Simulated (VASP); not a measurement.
A run of VASP 6.6.1 is set up as follows.

Contents of INCAR:

```
ALGO = Normal
EDIFF = 1E-6
EDIFFG = -0.002
ENCUT = 600
GGA = PS
IBRION = 2
ISIF = 3
ISMEAR = -1
LASPH = True
LCHARG = False
LREAL = False
LWAVE = False
NELM = 60
NSW = 100
PREC = Accurate
PSTRESS = 70.0
SIGMA = 0.08
```

KPOINTS

```
k-points
0
Gamma
  16 16 12
```

The input POSCAR:

```
HfB2
1.0
    3.1278077826      0.0000000000      0.0000000000
   -1.5639038913      2.7087609979      0.0000000000
    0.0000000000      0.0000000000      3.4462501325
Hf B
1 2
Direct
    0.0000000000      0.0000000000      0.0000000000
    0.3333333333      0.6666666667      0.5000000000
    0.6666666667      0.3333333333      0.5000000000
```

Potentials or basis: VASP PAW PBE potentials, release 64 (Hf_pv, B).

The run is started by

```sh
$ cat potpaw_PBE.64/Hf_pv/POTCAR potpaw_PBE.64/B/POTCAR > POTCAR
$ mpirun -np 1 vasp_std > vasp.out
```

(1) Estimate the space group after relaxing (to 0.1 Å).

(2) Estimate the band gap on the k mesh.

(3) Predict the relaxed cell.

(4) Estimate the relaxed volume.

Results:

(1) P6/mmm (No. 191).

(2) zero (bands 8 and 9 overlap by 1.21 eV).

(3) a = 3.102 Å, b = 3.102 Å, c = 3.415 Å, α = 90.00°, β = 90.00°, γ = 120.00°.

(4) 9.49 Å³/atom.

Caveat: the cell is relaxed towards a set pressure, so the run minimises the enthalpy, not the energy; the PAW data sets were made with another functional, which shifts forces and pressure a little; spin-orbit coupling is left out, which moves the levels of the heavy elements.
